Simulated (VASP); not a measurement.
HfB:

```
Hf B
1.0
     0.00000    2.31000    2.31000
     2.31000    0.00000    2.31000
     2.31000    2.31000    0.00000
Hf B
1 1
Direct
  0.50000 0.50000 0.50000
  0.00000 0.00000 0.00000
```

Base run:

```yaml
Program: VASP 6.6.1
Functional: PBE
Potentials_or_basis: VASP PAW PBE potentials, release 64 (Hf_pv, B)
Cutoff: 520 eV
k_mesh: 11 × 11 × 11
Occupations: fermi-dirac, width 0.05 eV
Spin: collinear spin, ferromagnetic start
Starting_moments: "[0.3, 0.0] μB"
Fixed_moment: 0.3 μB
```

Its results: net moment 0.30 μB per cell.

Question: After a change of settings the same cell gave: net moment 0.00 μB per cell. Which change was it?
A. fixed moment from 0.3 μB to 0.8 μB; moments at the start from [0.3, 0.0] to [0.8, 0.0]
B. fixed moment from 0.3 μB to none; moments at the start from [0.3, 0.0] to [0.6, 0.0]
C. fixed moment from 0.3 μB to 1.2 μB; moments at the start from [0.3, 0.0] to [1.2, 0.0]
D. fixed moment from 0.3 μB to 0.5 μB; moments at the start from [0.3, 0.0] to [0.5, 0.0]

Answer: B.

Caveats: the total moment is fixed, so each spin has its own Fermi level (some runs).
